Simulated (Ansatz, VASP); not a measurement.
## Two plane-wave programs on BiB

INCAR

```
PREC = Accurate
ENCUT = 520
EDIFF = 1E-7
ISMEAR = -1
SIGMA = 0.02
LREAL = F
LASPH = T
NELM = 80
ALGO = Normal
ISIF = 2
LWAVE = F
LCHARG = T
GGA = PE
LELF = T
LVHAR = T
NBANDS = 26
```

KPOINTS

```
regular mesh
0
Gamma
  12 12 4
```

File POSCAR:

```
BiB
1.0
    3.8655765108      0.0000000000      0.0000000000
   -1.9327882554      3.3476874586      0.0000000000
    0.0000000000      0.0000000000      6.3754468231
B Bi
2 2
Direct
    0.3333333333      0.6666666667      0.0002433735
    0.6666666667      0.3333333333      0.5002433735
    0.3333333333      0.6666666667      0.3747566265
    0.6666666667      0.3333333333      0.8747566265
```

Input for Ansatz:

```yaml
crystal:
  lattice:
    - [3.8655765108, 0.0, 0.0]
    - [-1.9327882554, 3.3476874586, 0.0]
    - [0.0, 0.0, 6.3754468231]
  atoms:
    - { symbol: B, position: [0.3333333333, 0.6666666667, 0.0002433735] }
    - { symbol: B, position: [0.6666666667, 0.3333333333, 0.5002433735] }
    - { symbol: Bi, position: [0.3333333333, 0.6666666667, 0.3747566265] }
    - { symbol: Bi, position: [0.6666666667, 0.3333333333, 0.8747566265] }
kpoints:
  mp_grid: { grid: [12, 12, 4] }
  band_path:
    path:
      - [0.0, 0.0, 0.0]
      - [0.5, 0.0, 0.0]
      - [0.3333333333, 0.3333333333, 0.0]
      - [0.0, 0.0, 0.5]
      - [0.5, 0.0, 0.5]
      - [0.3333333333, 0.3333333333, 0.5]
    npoints: 1
hamiltonian:
  xc: pbe
scf:
  occupations: { method: fermi_dirac, width: 0.02 }
  n_extra_bands: 5
output:
  forces: true
  stress: true
  eigenvalues: true
```

Alike in both runs: task single point; functional PBE; k mesh 12 × 12 × 4; occupations fermi-dirac, width 0.02 eV; no spin polarisation.

|  | VASP | Ansatz |
| --- | --- | --- |
| version | VASP 6.6.1 | Ansatz 0.2.0 |
| potentials or method | VASP PAW PBE potentials, release 64 (B, Bi_d) | plane waves, PAW |
| plane-wave cutoff (eV) | 520 | 420 |
| valence electrons in the cell | 36 | 36 |

```csv
,VASP,Ansatz,Ansatz less VASP
pressure (GPa),1.2,1.3,+0.05
"traceless stress, the component that is largest in VASP (GPa)",-0.11,-0.11,0.000
```

Spin-orbit coupling is off throughout.
